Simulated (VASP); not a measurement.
Wanted: the native input for a VASP 6.6.1 run.

- Task: relaxation of cell and atoms
- Functional: PBE
- Potentials or basis: VASP PAW PBE potentials, release 64 (Os)
- Cutoff: 600 eV
- k mesh: 22 × 22 × 22
- Occupations: gaussian, width 0.1 eV
- Spin: no spin polarisation
- Dipole correction: no
- Further INCAR settings: ALGO = Normal; EDIFF = 1e-06; IBRION = 2; EDIFFG = -0.01; NSW = 100; ISIF = 3

The structure of Os lies in POSCAR:

```
Os
1.0
    2.5565542237      0.0000000000      0.0000000000
    0.0000000000      2.5565542237      0.0000000000
    0.0000000000      0.0000000000      2.5565542237
Os
1
Direct
    0.0000000000      0.0000000000      0.0000000000
```

This isn't the form of Os at room conditions, which is hcp.

These files were run (other wordings do the same):

INCAR

```
ALGO = Normal
EDIFF = 1E-6
EDIFFG = -0.01
ENCUT = 600
GGA = PE
IBRION = 2
ISIF = 3
ISMEAR = 0
LASPH = T
LCHARG = F
LREAL = F
LWAVE = F
NELM = 100
NSW = 100
PREC = Accurate
SIGMA = 0.1
```

KPOINTS

```
k-points
0
Gamma
  22 22 22
```

Potentials or basis: VASP PAW PBE potentials, release 64 (Os).

Command:

```bash
$ cat potpaw_PBE.64/Os/POTCAR > POTCAR
$ mpirun -np 1 vasp_std > vasp.out
```

It gave:

```json
{
 "Relaxed volume": "16.70 Å³/atom",
 "Relaxed cell": "a = 2.556 Å, b = 2.556 Å, c = 2.556 Å, α = 90.00°, β = 90.00°, γ = 90.00°",
 "Space group after relaxing (to 0.1 Å)": "Pm-3m (No. 221)",
 "Energy gained by relaxing": "0.0 meV/atom",
 "Ionic steps": "3",
 "Pressure after relaxing": "0.0 GPa",
 "Band gap on the k mesh": "zero (bands 4 and 5 overlap by 5.90 eV)"
}
```

Caveat: spin-orbit coupling is left out, which moves the levels of the heavy elements.

Wall time 90 s on 1 thread of Intel Xeon 8259CL (shared host), peak memory 0.19 GiB.
